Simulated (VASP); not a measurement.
# CdF2 (Fm-3m) in VASP: a series of runs, part 2 of 2

VASP 6.6.1. Earlier steps stand in the parts before.

## (4) Single point, PBE

This run uses another cell than the first one, of 13.04 Å³/atom, 0.971 times its volume.

INCAR reads:

```
SYSTEM = CdF2
PREC = Accurate
ENCUT = 520
EDIFF = 1E-6
ISMEAR = 0
SIGMA = 0.01
LREAL = .False.
LASPH = .True.
NELM = 80
ALGO = Normal
ISIF = 2
LWAVE = .False.
LCHARG = .False.
GGA = PE
NBANDS = 20
```

KPOINTS reads:

```
regular mesh
0
Gamma
  8 8 8
  0 0 0
```

POSCAR reads:

```
CdF2
1.0
    0.0000000000      2.6941776783      2.6941776783
    2.6941776783      0.0000000000      2.6941776783
    2.6941776783      2.6941776783      0.0000000000
Cd F
1 2
Direct
    0.0000000000      0.0000000000      0.0000000000
    0.2500000000      0.2500000000      0.2500000000
    0.7500000000      0.7500000000      0.7500000000
```

Potentials or basis: VASP PAW PBE potentials, release 64 (Cd, F).

Started as:

```console
> cat potpaw_PBE.64/Cd/POTCAR potpaw_PBE.64/F/POTCAR > POTCAR
> mpirun -np 1 vasp_std > vasp.out
```

OUTCAR:

```text
SYSTEM = CdF2
   PREC = Accurate
   ENCUT = 520
   EDIFF = 1E-6
   ISMEAR = 0
   LREAL = .False.
   LASPH = .True.
   NELM = 80
   ISIF = 2
   GGA = PE

 ion  position               nearest neighbor table
   1  0.000  0.000  0.000-   3 2.33   3 2.33   3 2.33   2 2.33   3 2.33   2 2.33   2 2.33   2 2.33

   2  0.250  0.250  0.250-   1 2.33   1 2.33   1 2.33   1 2.33
   3  0.750  0.750  0.750-   1 2.33   1 2.33   1 2.33   1 2.33

  LATTYP: Found a face centered cubic cell.
 ALAT       =     5.3883553566

  Lattice vectors:

 A1 = (   0.0000000000,   2.6941776783,   2.6941776783)
 A2 = (   2.6941776783,   0.0000000000,   2.6941776783)
 A3 = (   2.6941776783,   2.6941776783,   0.0000000000)

Analysis of symmetry for initial positions (statically):
=====================================================================
 Subroutine PRICEL returns:
 Original cell was already a primitive cell.

 Routine SETGRP: Setting up the symmetry group for a
 face centered cubic supercell.

 Subroutine GETGRP returns: Found 48 space group operations
 (whereof 48 operations were pure point group operations)
 out of a pool of 48 trial point group operations.

The static configuration has the point symmetry O_h .

Analysis of symmetry for dynamics (positions and initial velocities):
=====================================================================
 Subroutine PRICEL returns:
 Original cell was already a primitive cell.

 Routine SETGRP: Setting up the symmetry group for a
 face centered cubic supercell.

 Subroutine GETGRP returns: Found 48 space group operations
 (whereof 48 operations were pure point group operations)
 out of a pool of 48 trial point group operations.

The dynamic configuration has the point symmetry O_h .

 Subroutine INISYM returns: Found 48 space group operations
 (whereof 48 operations are pure point group operations),
 and found     1 'primitive' translations

----------------------------------------------------------------------------------------

                                     Primitive cell

  volume of cell :      39.1119

  direct lattice vectors                    reciprocal lattice vectors
     0.000000000  2.694177678  2.694177678    -0.185585384  0.185585384  0.185585384
     2.694177678  0.000000000  2.694177678     0.185585384 -0.185585384  0.185585384
     2.694177678  2.694177678  0.000000000     0.185585384  0.185585384 -0.185585384

  length of vectors
     3.810142612  3.810142612  3.810142612     0.321443315  0.321443315  0.321443315

  position of ions in fractional coordinates (direct lattice)
     0.000000000  0.000000000  0.000000000
     0.250000000  0.250000000  0.250000000
     0.750000000  0.750000000  0.750000000

  ion indices of the primitive-cell ions
   primitive index   ion index
                 1           1
                 2           2
                 3           3

----------------------------------------------------------------------------------------

 KPOINTS: regular mesh

Automatic generation of k-mesh.
 Grid dimensions read from file:
 generate k-points for:    8    8    8

 Generating k-lattice:

  Cartesian coordinates                     Fractional coordinates (reciprocal lattice)
    -0.023198173  0.023198173  0.023198173     0.125000000  0.000000000  0.000000000
     0.023198173 -0.023198173  0.023198173     0.000000000  0.125000000  0.000000000
     0.023198173  0.023198173 -0.023198173     0.000000000  0.000000000  0.125000000

  Length of vectors
     0.040180414  0.040180414  0.040180414

  Shift w.r.t. Gamma in fractional coordinates (k-lattice)
     0.000000000  0.000000000  0.000000000

 Subroutine IBZKPT returns following result:
 ===========================================

 Found     29 irreducible k-points:

 Following reciprocal coordinates:
            Coordinates               Weight
  0.000000  0.000000  0.000000      1.000000
  0.125000  0.000000  0.000000      8.000000
  0.250000  0.000000  0.000000      8.000000
  0.375000  0.000000  0.000000      8.000000
  0.500000  0.000000  0.000000      4.000000
  0.125000  0.125000  0.000000      6.000000
[... 16 lines left out ...]
  0.500000  0.250000  0.125000     48.000000
 -0.375000  0.250000  0.125000     24.000000
 [... further k-points ...]
   k-points           NKPTS =     29   k-points in BZ     NKDIM =     29   number of bands    NBANDS=     20
   number of dos      NEDOS =    301   number of ions     NIONS =      3
   total plane-waves  NPLWV =  21952
   dimension x,y,z NGX =    28 NGY =   28 NGZ =   28
   dimension x,y,z NGXF=    56 NGYF=   56 NGZF=   56
   ions per type =               1   2
   NGX,Y,Z   is equivalent  to a cutoff of  12.22, 12.22, 12.22 a.u.
   NGXF,Y,Z  is equivalent  to a cutoff of  24.43, 24.43, 24.43 a.u.
 SYSTEM =  CdF2
   PREC   = accura    normal or accurate (medium, high low for compatibility)
   ISTART =      0    job   : 0-new  1-cont  2-samecut
   ICHARG =      2    charge: 1-file 2-atom 10-const
   ISPIN  =      1    spin polarized calculation?
   LNONCOLLINEAR =      F non collinear calculations
   LSORBIT =      F    spin-orbit coupling
   LASPH  =      T    aspherical Exc in radial PAW
   ENCUT  =  520.0 eV  38.22 Ry    6.18 a.u.   7.08  7.08  7.08*2*pi/ulx,y,z
   NELM   =     80;   NELMIN=  2; NELMDL= -5     # of ELM steps
   EDIFF  = 0.1E-05   stopping-criterion for ELM
   LREAL  =      F    real-space projection
   EDIFFG = 0.1E-04   stopping-criterion for IOM
   NSW    =      0    number of steps for IOM
   IBRION =     -1    ionic relax: 0-MD 1-quasi-New 2-CG
   NFREE  =      0    steps in history (QN), initial steepest desc. (CG)
   ISIF   =      2    stress and relaxation
   ISYM   =      2    0-nonsym 1-usesym 2-fastsym
   POTIM  = 0.5000    time-step for ionic-motion
   TEBEG  =    0.0;   TEEND  =   0.0 temperature during run
   PSTRESS=    0.0 pullay stress
   NELECT =      26.0000    total number of electrons
   NUPDOWN=      -1.0000    fix difference up-down
   EMIN   =  10.00;   EMAX   =-10.00  energy-range for DOS
   EFERMI =   0.00;   METHOD = LEGACY
   ISMEAR =     0;   SIGMA  =   0.01  broadening in eV -4-tet -1-fermi 0-gaus
   EFERMI_NEDOS =   21; number of points for ismear=-14 and -15
   IALGO  =     38    algorithm
   IMIX   =      4    mixing-type and parameters
     AMIX     =   0.40;   BMIX     =  1.00
     AMIX_MAG =   1.60;   BMIX_MAG =  1.00
  volume/ion in A,a.u.               =      13.04        87.98
  Fermi-wavevector in a.u.,A,eV,Ry     =   1.428772  2.699988 27.774804  2.041391
  Thomas-Fermi vector in A             =   2.548798
   LORBIT       =      0    0 simple, 1 ext, 2 COOP (PROOUT), +10 PAW based schemes
   GGA     = PE    functional components
   LHFCALC =     F    Hartree Fock is set to
   AEXX    =    0.0000 exact exchange contribution
   IVDW    =     0    specifies the selected vdW correction
   LEPSILON=     F    determine dielectric tensor
   LRPA    =     F    only Hartree local field effects (RPA)
 non-spin polarized calculation
 Gauss-broadening in eV      SIGMA  =   0.01
  energy-cutoff  :      520.00
  volume of cell :       39.11
 maximum number of plane-waves:      1067
   NGX = 15   NGY = 15   NGZ = 15

 number of electron      25.9999990 magnetization

 Free energy of the ion-electron system (eV)
  ---------------------------------------------------
  ext. energy  EPLUGINS =         0.00000000
  ---------------------------------------------------
  free energy    TOTEN  =       -10.85972024 eV

  energy without entropy =      -10.85972024  energy(sigma->0) =      -10.85972024

 E-fermi :  -1.1639     XC(G=0): -10.4111

 val. band max:       -1.3130434175   @ k =  -0.2500   0.5000   0.2500
 cond. band min:       1.7542603998   @ k =   0.0000   0.0000   0.0000
 fundamental gap:      3.0673038174
 Fermi energy:        -1.1638814214

 k-point     1 :       0.0000    0.0000    0.0000
  band No.  band energies     occupation
      1     -22.1172      2.00000
      2     -21.0129      2.00000
      3      -6.9278      2.00000
      4      -6.9278      2.00000
      5      -6.9278      2.00000
      6      -5.7210      2.00000
[... 12 lines left out ...]
     19      18.5835      0.00000
[... 513 lines left out ...]
      4      -6.3635      2.00000
      5      -5.7774      2.00000
      6      -5.7547      2.00000
[... 12 lines left out ...]
     19      17.4004      0.00000
     20      20.9744      0.00000

 [... further k-points ...]

------------------------ aborting loop because EDIFF is reached ----------------------------------------

  FORCE on cell =-STRESS in cart. coord.  units (eV):
  Direction    XX          YY          ZZ          XY          YZ          ZX
  --------------------------------------------------------------------------------------
  -------------------------------------------------------------------------------------
  Total        1.5091846      1.5091846      1.5091846      0.0000000     -0.0000000     -0.0000000
  in kB       61.8221719     61.8221719     61.8221719      0.0000000     -0.0000000     -0.0000000
  external PRESSURE =      61.8221719 kB  Pullay stress =       0.0000000 kB

 VOLUME and BASIS-vectors are now :
 -----------------------------------------------------------------------------
  energy-cutoff  :      520.00
  volume of cell :       39.11
      direct lattice vectors                 reciprocal lattice vectors
     0.000000000  2.694177678  2.694177678    -0.185585384  0.185585384  0.185585384
     2.694177678  0.000000000  2.694177678     0.185585384 -0.185585384  0.185585384
     2.694177678  2.694177678  0.000000000     0.185585384  0.185585384 -0.185585384

 POSITION                                       TOTAL-FORCE (eV/Angst)
 -----------------------------------------------------------------------------------
      0.00000      0.00000      0.00000        -0.000000      0.000000     -0.000000
      1.34709      1.34709      1.34709         0.000000     -0.000000      0.000000
      4.04127      4.04127      4.04127         0.000000     -0.000000     -0.000000
 -----------------------------------------------------------------------------------
    total drift:                                0.000000      0.000000      0.000000

  FREE ENERGIE OF THE ION-ELECTRON SYSTEM (eV)
  ---------------------------------------------------
  free  energy   TOTEN  =       -10.8597202430 eV

  energy  without entropy=      -10.8597202430  energy(sigma->0) =      -10.85972024
```

stdout:

```text
POSCAR found type information on POSCAR CdF
 POSCAR found :  2 types and       3 ions
 scaLAPACK will be used
 LDA part: xc-table for (Slater+PW92), standard interpolation
 POSCAR, INCAR and KPOINTS ok, starting setup
 FFT: planning ... GRIDC
 FFT: planning ... GRID_SOFT
 FFT: planning ... GRID
 WAVECAR not read
 entering main loop
```

Wall time 12 s (1 thread of Intel Xeon Platinum 8488C (Sapphire Rapids), shared host); peak memory 0.16 GiB.

Results:

| Property | Result |
| --- | --- |
| Free energy | -10.8597 eV |
| Pressure | 6.2 GPa |
| Band gap on the k mesh | 3.07 eV, indirect (least direct gap 3.57 eV) |

Levels at points of the mesh, in eV from the valence-band top:
| k point | band 11 | band 12 | band 13 | band 14 | band 15 | band 16 |
| --- | --- | --- | --- | --- | --- | --- |
| (0.00, 0.00, 0.00) | -0.50 | -0.50 | -0.50 | 3.07 | 12.70 | 12.70 |
| (0.50, 0.00, 0.00) | -1.84 | -0.40 | -0.40 | 7.17 | 9.16 | 14.50 |
| (0.50, 0.50, 0.00) | -0.50 | -0.09 | -0.09 | 8.00 | 9.65 | 11.92 |

## (5) Single point, PBE (volume changed by -6%)

INCAR reads:

```
SYSTEM = CdF2
PREC = Accurate
ENCUT = 600
EDIFF = 1E-6
ISMEAR = 0
SIGMA = 0.01
LREAL = .FALSE.
LASPH = .TRUE.
NELM = 120
ALGO = Normal
ISIF = 2
LWAVE = .FALSE.
LCHARG = .FALSE.
GGA = PE
NBANDS = 24
GGA_COMPAT = .FALSE.
```

KPOINTS reads:

```
regular mesh
0
G
  6 6 6
  0 0 0
```

POSCAR reads:

```
CdF2
1.0
    0.0000000000      2.6844771254      2.6844771254
    2.6844771254      0.0000000000      2.6844771254
    2.6844771254      2.6844771254      0.0000000000
Cd F
1 2
Direct
    0.0000000000      0.0000000000      0.0000000000
    0.2500000000      0.2500000000      0.2500000000
    0.7500000000      0.7500000000      0.7500000000
```

Potentials or basis: VASP PAW PBE potentials, release 64 (Cd_sv_GW, F).

Started as:

```console
> cat potpaw_PBE.64/Cd_sv_GW/POTCAR potpaw_PBE.64/F/POTCAR > POTCAR
> mpirun -np 1 vasp_std > vasp.out
```

Run time: 16 s. Hardware: 1 thread of Intel Xeon Platinum 8488C (Sapphire Rapids), shared host; peak memory 0.18 GiB.

Results (log left out):

* Free energy: -10.9600 eV
* Pressure: 5.9 GPa
* Band gap on the k mesh: 3.15 eV, indirect (least direct gap 3.61 eV)

Levels at points of the mesh, in eV from the valence-band top:
```
           k point  band 15  band 16  band 17  band 18  band 19  band 20
(0.00, 0.00, 0.00)    -0.47    -0.47    -0.47     3.15    12.78    12.78
(0.50, 0.00, 0.00)    -1.86    -0.37    -0.37     7.29     9.21    14.63
(0.50, 0.50, 0.00)    -0.51    -0.07    -0.07     8.13     9.75    11.98
```

Caveat: the cell differs from its parent crystal (volume changed by -6%).

## (6) Overview

| level | potentials or basis | cell | k mesh | cutoff (eV) | second run | gap on the mesh (eV) | pressure (GPa) |
| --- | --- | --- | --- | --- | --- | --- | --- |
| r2SCAN | VASP PAW PBE potentials, release 64 (Cd, F) | a = 3.848 Å, angles 60.0°, 3 atoms | 6 × 6 × 6 | 520 | - | 3.66 | -2.3 |
| r2SCAN | VASP PAW PBE potentials, release 64 (Cd, F) | a = 3.885 Å, angles 60.0°, 3 atoms | 6 × 6 × 6 | 520 | - | 3.56 | -5.0 |
| PBE | VASP PAW PBE potentials, release 64 (Cd, F) | a = 3.810 Å, angles 60.0°, 3 atoms | 8 × 8 × 8 | 520 | - | 3.07 | 6.2 |
| PBE | VASP PAW PBE potentials, release 64 (Cd_sv_GW, F) | a = 3.796 Å, angles 60.0°, 3 atoms | 6 × 6 × 6 | 600 | valence_matched | 3.15 | 5.9 |

Alike in all rows: task single point; no spin polarisation; smearing gaussian 0.01 eV.

Caveats: the PAW data sets were made with another functional, which shifts forces and pressure a little (some runs).

Total energies depend on the potentials used, so only differences within one code and one set of settings carry meaning.
